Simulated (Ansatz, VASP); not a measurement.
**One calculation of CdSe, two programs**

```
CELL_PARAMETERS angstrom
0.00000 3.07027 3.07027
3.07027 0.00000 3.07027
3.07027 3.07027 0.00000
ATOMIC_POSITIONS crystal
Cd 0.00000 0.00000 0.00000
Se 0.75000 0.75000 0.75000
```

Alike in both runs: task relaxation of cell and atoms; functional PBE; k mesh 6 × 6 × 6; no spin polarisation.

```csv
,VASP,Ansatz
version,VASP 6.6.1,Ansatz 0.2.0
potentials or method,"VASP PAW PBE potentials, release 64 (Cd, Se)","plane waves, PAW"
plane-wave cutoff (eV),500,420
occupations,"gaussian, width 0.01 eV",fixed
valence electrons in the cell,18,36
```

VASP gave:

| Quantity | Value |
| --- | --- |
| relaxed volume (Å³/atom) | 29.89 |
| relaxed cell length with the largest relative difference (Å) | 4.389 |

Q: Which values does Ansatz return?

A: Relaxed volume (Å³/atom): 29.75; relaxed cell length with the largest relative difference (Å): 4.382.

VASP's potentials hold 18 valence electrons a cell and Ansatz's 36, so a difference there can come from the potentials and not from the codes.
